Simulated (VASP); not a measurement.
# GeMoO5 (Immm) in VASP: single point with PBEsol

Aim: the single point of GeMoO5 with PBEsol.

Program: VASP 6.6.1. These are calculated values, not measurements. Logs are shortened: lines on timing, memory, paths and dates and some standing lists are left out, and cuts for length are marked.

## (1) The cell of the first run

The structure is orthorhombic, space group Immm (No. 71). The conventional cell has a = 3.461 Å, b = 6.037 Å, c = 7.466 Å, α = 90.00°, β = 90.00°, γ = 90.00°. Within 2.3 Å of Ge (site symmetry mmm) lie 6 O at 1.73 to 1.94 Å. Mo (site symmetry mmm) has 6 O at 1.79 to 2.07 Å within 2.4 Å. O (site symmetry m2m) has 1 Ge at 1.89 Å and 2 Mo at 2.07 Å and 3 O at 2.26 to 2.56 Å within 2.6 Å. Within 2.4 Å of O (site symmetry mm2) lie 1 Mo at 1.79 Å and 1 Ge at 1.94 Å. O (site symmetry mmm) has 2 Ge at 1.73 Å within 2.3 Å.

## (2) Single point, PBEsol

The input, INCAR:

```
  PREC = Accurate
  ENCUT = 520
  EDIFF = 1E-6
  ISMEAR = -1
  SIGMA = 0.03
  LREAL = False
  LASPH = True
  NELM = 60
  ALGO = Normal
  ISIF = 2
  LWAVE = False
  LCHARG = False
  GGA = PS
  NBANDS = 38
```

The input, KPOINTS:

```
regular mesh
0
Gamma
  8 8 8
```

The input, POSCAR:

```
GeMoO5
1.0
   -1.7304955582      3.0186270664      3.7331277954
    1.7304955582     -3.0186270664      3.7331277954
    1.7304955582      3.0186270664     -3.7331277954
Ge Mo O
1 1 5
Direct
    0.5000000000      0.5000000000      0.0000000000
    0.0000000000      0.0000000000      0.0000000000
    0.8126892363      0.5000000000      0.3126892363
    0.1873107637      0.5000000000      0.6873107637
    0.2402348861      0.2402348861      0.0000000000
    0.7597651139      0.7597651139      0.0000000000
    0.5000000000      0.0000000000      0.5000000000
```

Potentials or basis: VASP PAW PBE potentials, release 64 (Ge_d, Mo_sv, O).

Command:

```sh
$ cat potpaw_PBE.64/Ge_d/POTCAR potpaw_PBE.64/Mo_sv/POTCAR potpaw_PBE.64/O/POTCAR > POTCAR
$ mpirun -np 1 vasp_std > vasp.out
```

OUTCAR:

```text
PREC = Accurate
   ENCUT = 520
   EDIFF = 1E-6
   ISMEAR = -1
   LREAL = False
   LASPH = True
   NELM = 60
   ISIF = 2
   GGA = PS

 ion  position               nearest neighbor table
   1  0.500  0.500  0.000-   7 1.73   7 1.73   3 1.89   4 1.89   5 1.94   6 1.94
   2  0.000  0.000  0.000-   5 1.79   6 1.79   4 2.07   3 2.07   4 2.07   3 2.07
   3  0.813  0.500  0.313-   1 1.89   2 2.07   2 2.07
   4  0.187  0.500  0.687-   1 1.89   2 2.07   2 2.07
   5  0.240  0.240  0.000-   2 1.79   1 1.94
   6  0.760  0.760  0.000-   2 1.79   1 1.94
   7  0.500  0.000  0.500-   1 1.73   1 1.73

  LATTYP: Found a body centered orthorhombic cell.
 ALAT       =     3.4609911164
 B/A-ratio  =     1.7443714617
 C/A-ratio  =     2.1572593918

  Lattice vectors:

 A1 = (  -1.7304955582,   3.0186270664,   3.7331277954)
 A2 = (   1.7304955582,  -3.0186270664,   3.7331277954)
 A3 = (   1.7304955582,   3.0186270664,  -3.7331277954)

Analysis of symmetry for initial positions (statically):
=====================================================================
 Subroutine PRICEL returns:
 Original cell was already a primitive cell.

 Routine SETGRP: Setting up the symmetry group for a
 body centered orthorhombic supercell.

 Subroutine GETGRP returns: Found  8 space group operations
 (whereof  8 operations were pure point group operations)
 out of a pool of  8 trial point group operations.

The static configuration has the point symmetry D_2h.

Analysis of symmetry for dynamics (positions and initial velocities):
=====================================================================
 Subroutine PRICEL returns:
 Original cell was already a primitive cell.

 Routine SETGRP: Setting up the symmetry group for a
 body centered orthorhombic supercell.

 Subroutine GETGRP returns: Found  8 space group operations
 (whereof  8 operations were pure point group operations)
 out of a pool of  8 trial point group operations.

The dynamic configuration has the point symmetry D_2h.

 Subroutine INISYM returns: Found  8 space group operations
 (whereof  8 operations are pure point group operations),
 and found     1 'primitive' translations

----------------------------------------------------------------------------------------

                                     Primitive cell

  volume of cell :      78.0033

  direct lattice vectors                    reciprocal lattice vectors
    -1.730495558  3.018627066  3.733127795     0.000000000  0.165638215  0.133935945
     1.730495558 -3.018627066  3.733127795     0.288934576  0.000000000  0.133935945
     1.730495558  3.018627066 -3.733127795     0.288934576  0.165638215  0.000000000

  length of vectors
     5.103231073  5.103231073  5.103231073     0.213013746  0.318468250  0.333045353

  position of ions in fractional coordinates (direct lattice)
     0.500000000  0.500000000  0.000000000
     0.000000000  0.000000000  0.000000000
     0.812689236  0.500000000  0.312689236
     0.187310764  0.500000000  0.687310764
     0.240234886  0.240234886  0.000000000
     0.759765114  0.759765114  0.000000000
     0.500000000  0.000000000  0.500000000

  ion indices of the primitive-cell ions
   primitive index   ion index
                 1           1
                 2           2
                 3           3
                 4           4
                 5           5
                 6           6
                 7           7

----------------------------------------------------------------------------------------

 KPOINTS: regular mesh

Automatic generation of k-mesh.
 Grid dimensions read from file:
 generate k-points for:    8    8    8

 Generating k-lattice:

  Cartesian coordinates                     Fractional coordinates (reciprocal lattice)
     0.000000000  0.020704777  0.016741993     0.125000000  0.000000000  0.000000000
     0.036116822  0.000000000  0.016741993     0.000000000  0.125000000  0.000000000
     0.036116822  0.020704777  0.000000000     0.000000000  0.000000000  0.125000000

  Length of vectors
     0.026626718  0.039808531  0.041630669

  Shift w.r.t. Gamma in fractional coordinates (k-lattice)
     0.000000000  0.000000000  0.000000000

 Subroutine IBZKPT returns following result:
 ===========================================

 Found     95 irreducible k-points:

 Following reciprocal coordinates:
            Coordinates               Weight
  0.000000  0.000000  0.000000      1.000000
  0.125000  0.000000  0.000000      4.000000
  0.250000  0.000000  0.000000      4.000000
  0.375000 -0.000000  0.000000      4.000000
  0.500000  0.000000  0.000000      2.000000
  0.000000  0.125000  0.000000      4.000000
[... 16 lines left out ...]
  0.125000  0.375000 -0.000000      8.000000
  0.250000  0.375000 -0.000000      8.000000
 [... further k-points ...]
   k-points           NKPTS =     95   k-points in BZ     NKDIM =     95   number of bands    NBANDS=     38
   number of dos      NEDOS =    301   number of ions     NIONS =      7
   total plane-waves  NPLWV =  64000
   dimension x,y,z NGX =    40 NGY =   40 NGZ =   40
   dimension x,y,z NGXF=    80 NGYF=   80 NGZF=   80
   ions per type =               1   1   5
   NGX,Y,Z   is equivalent  to a cutoff of  13.03, 13.03, 13.03 a.u.
   NGXF,Y,Z  is equivalent  to a cutoff of  26.06, 26.06, 26.06 a.u.
 SYSTEM =  unknown system
   PREC   = accura    normal or accurate (medium, high low for compatibility)
   ISTART =      0    job   : 0-new  1-cont  2-samecut
   ICHARG =      2    charge: 1-file 2-atom 10-const
   ISPIN  =      1    spin polarized calculation?
   LNONCOLLINEAR =      F non collinear calculations
   LSORBIT =      F    spin-orbit coupling
   LASPH  =      T    aspherical Exc in radial PAW
   ENCUT  =  520.0 eV  38.22 Ry    6.18 a.u.   9.49  9.49  9.49*2*pi/ulx,y,z
   NELM   =     60;   NELMIN=  2; NELMDL= -5     # of ELM steps
   EDIFF  = 0.1E-05   stopping-criterion for ELM
   LREAL  =      F    real-space projection
   EDIFFG = 0.1E-04   stopping-criterion for IOM
   NSW    =      0    number of steps for IOM
   IBRION =     -1    ionic relax: 0-MD 1-quasi-New 2-CG
   NFREE  =      0    steps in history (QN), initial steepest desc. (CG)
   ISIF   =      2    stress and relaxation
   ISYM   =      2    0-nonsym 1-usesym 2-fastsym
   POTIM  = 0.5000    time-step for ionic-motion
   TEBEG  =    0.0;   TEEND  =   0.0 temperature during run
   PSTRESS=    0.0 pullay stress
   NELECT =      58.0000    total number of electrons
   NUPDOWN=      -1.0000    fix difference up-down
   EMIN   =  10.00;   EMAX   =-10.00  energy-range for DOS
   EFERMI =   0.00;   METHOD = LEGACY
   ISMEAR =    -1;   SIGMA  =   0.03  broadening in eV -4-tet -1-fermi 0-gaus
   EFERMI_NEDOS =   21; number of points for ismear=-14 and -15
   IALGO  =     38    algorithm
   IMIX   =      4    mixing-type and parameters
     AMIX     =   0.40;   BMIX     =  1.00
     AMIX_MAG =   1.60;   BMIX_MAG =  1.00
  volume/ion in A,a.u.               =      11.14        75.20
  Fermi-wavevector in a.u.,A,eV,Ry     =   1.483132  2.802714 29.928483  2.199681
  Thomas-Fermi vector in A             =   2.596832
   LORBIT       =      0    0 simple, 1 ext, 2 COOP (PROOUT), +10 PAW based schemes
   GGA     = PS    functional components
   LHFCALC =     F    Hartree Fock is set to
   AEXX    =    0.0000 exact exchange contribution
   IVDW    =     0    specifies the selected vdW correction
   LEPSILON=     F    determine dielectric tensor
   LRPA    =     F    only Hartree local field effects (RPA)
 non-spin polarized calculation
  energy-cutoff  :      520.00
  volume of cell :       78.00
 maximum number of plane-waves:      2116
 NGX is ok and might be reduce to    40
   NGX = 19   NGY = 19   NGZ = 19

 number of electron      58.0000014 magnetization

 Free energy of the ion-electron system (eV)
  ---------------------------------------------------
  ext. energy  EPLUGINS =         0.00000000
  ---------------------------------------------------
  free energy    TOTEN  =       -53.27508860 eV

  energy without entropy =      -53.27073755  energy(sigma->0) =      -53.27291307

 E-fermi :   3.7395     XC(G=0): -11.2943

 val. band max:        3.7321440044   @ k =  -0.2500   0.2500   0.2500
 cond. band min:       3.7871182052   @ k =   0.1250   0.5000   0.0000
 fundamental gap:      0.0549742008
 Fermi energy:         3.7394665619

 k-point     1 :       0.0000    0.0000    0.0000
  band No.  band energies     occupation
      1     -58.5820      2.00000
      2     -32.7877      2.00000
      3     -32.7211      2.00000
      4     -32.5293      2.00000
      5     -20.2577      2.00000
      6     -19.9121      2.00000
[... 30 lines left out ...]
     37      15.2980      0.00000
     38      15.3460      0.00000

 k-point     2 :       0.1250    0.0000    0.0000
  band No.  band energies     occupation
      1     -58.5820      2.00000
      2     -32.7878      2.00000
      3     -32.7211      2.00000
      4     -32.5293      2.00000
      5     -20.2576      2.00000
      6     -19.9110      2.00000
[... 30 lines left out ...]
     37      15.1178      0.00000
     38      15.4753      0.00000

 k-point     3 :       0.2500    0.0000    0.0000
  band No.  band energies     occupation
      1     -58.5820      2.00000
      2     -32.7881      2.00000
      3     -32.7213      2.00000
      4     -32.5293      2.00000
      5     -20.2573      2.00000
      6     -19.9082      2.00000
[... 30 lines left out ...]
     37      14.6297      0.00000
     38      15.7760      0.00000

 k-point     4 :       0.3750   -0.0000    0.0000
  band No.  band energies     occupation
      1     -58.5820      2.00000
      2     -32.7884      2.00000
      3     -32.7215      2.00000
      4     -32.5294      2.00000
      5     -20.2571      2.00000
      6     -19.9054      2.00000
[... 30 lines left out ...]
     37      14.0368      0.00000
     38      15.7346      0.00000
[... 703 lines left out ...]
      4     -32.6738      2.00000
      5     -19.9818      2.00000
      6     -19.9022      2.00000
[... 30 lines left out ...]
     37      15.0699      0.00000
     38      15.4129      0.00000

 k-point    23 :       0.1250    0.3750   -0.0000
  band No.  band energies     occupation
      1     -58.5757      2.00000
      2     -32.7809      2.00000
      3     -32.6978      2.00000
      4     -32.6738      2.00000
      5     -19.9818      2.00000
      6     -19.9021      2.00000
[... 30 lines left out ...]
     37      14.9134      0.00000
     38      15.4411      0.00000

 k-point    24 :       0.2500    0.3750   -0.0000
  band No.  band energies     occupation
      1     -58.5757      2.00000
      2     -32.7810      2.00000
      3     -32.6978      2.00000
      4     -32.6738      2.00000
      5     -19.9820      2.00000
      6     -19.9031      2.00000
[... 30 lines left out ...]
     37      14.6191      0.00000
     38      15.2227      0.00000

 [... further k-points ...]
[... 5 lines left out ...]
  --------------------------------------------------------------------------------------
  -------------------------------------------------------------------------------------
  Total       -0.0662926      0.0189969      0.1370513      0.0000000      0.0000000      0.0000000
  in kB       -1.3616408      0.3901940      2.8150156      0.0000000      0.0000000      0.0000000
  external PRESSURE =       0.6145230 kB  Pullay stress =       0.0000000 kB

 VOLUME and BASIS-vectors are now :
 -----------------------------------------------------------------------------
  energy-cutoff  :      520.00
  volume of cell :       78.00
      direct lattice vectors                 reciprocal lattice vectors
    -1.730495558  3.018627066  3.733127795     0.000000000  0.165638215  0.133935945
     1.730495558 -3.018627066  3.733127795     0.288934576  0.000000000  0.133935945
     1.730495558  3.018627066 -3.733127795     0.288934576  0.165638215  0.000000000

 POSITION                                       TOTAL-FORCE (eV/Angst)
 -----------------------------------------------------------------------------------
      0.00000      0.00000      3.73313        -0.000000     -0.000000     -0.000000
      0.00000      0.00000      0.00000        -0.000000     -0.000000     -0.000000
      0.00000      1.88778      3.73313        -0.000000     -0.007565     -0.000000
      1.73050      1.13084      0.00000         0.000000      0.007565     -0.000000
      0.00000      0.00000      1.79366        -0.000000     -0.000000      0.069272
      0.00000      0.00000      5.67260         0.000000      0.000000     -0.069272
      0.00000      3.01863      0.00000        -0.000000     -0.000000     -0.000000
 -----------------------------------------------------------------------------------
    total drift:                               -0.000000     -0.000000     -0.000000

  FREE ENERGIE OF THE ION-ELECTRON SYSTEM (eV)
  ---------------------------------------------------
  free  energy   TOTEN  =       -53.2750885978 eV

  energy  without entropy=      -53.2707375480  energy(sigma->0) =      -53.27291307
```

It took 7.4 min on 1 thread of Intel Xeon Platinum 8259CL at 2.50GHz (Skylake/Cascade Lake), shared host; peak memory 0.41 GiB.

Results:

```yaml
Free_energy: -53.2751 eV
Pressure: 0.1 GPa
Largest_force: 0.069 eV/Å
Band_gap_on_the_k_mesh: zero (bands 29 and 30 overlap by 0.13 eV)
```

Forces in eV/Å, atoms in the order of the input:
```
Ge   0.000  0.000  0.000
Mo   0.000  0.000  0.000
O    0.000 -0.008  0.000
O    0.000  0.008  0.000
O    0.000  0.000  0.069
O    0.000  0.000 -0.069
O    0.000  0.000  0.000
```

Stress tensor (GPa, compression positive):
```
-0.14  0.00  0.00
 0.00  0.04  0.00
 0.00  0.00  0.28
```

Levels at points of the mesh, in eV from the Fermi level:
```
           k point  band 27  band 28  band 29  band 30  band 31  band 32
(0.00, 0.00, 0.00)    -0.56    -0.50    -0.03    -0.02     2.48     2.66
(0.50, 0.00, 0.00)    -1.21    -0.90    -0.54     0.82     2.74     2.79
(0.00, 0.50, 0.00)    -0.63    -0.47    -0.24    -0.15     2.31     3.01
(0.50, 0.50, 0.00)    -1.26    -1.11    -0.04     0.60     2.39     3.27
(0.50, 0.50, 0.50)    -1.06    -0.68    -0.59     0.66     2.59     3.21
```

Caveat: the PAW data sets were made with another functional, which shifts forces and pressure a little.

The gap in the log of VASP goes by the Fermi energy; the results here count the filled bands.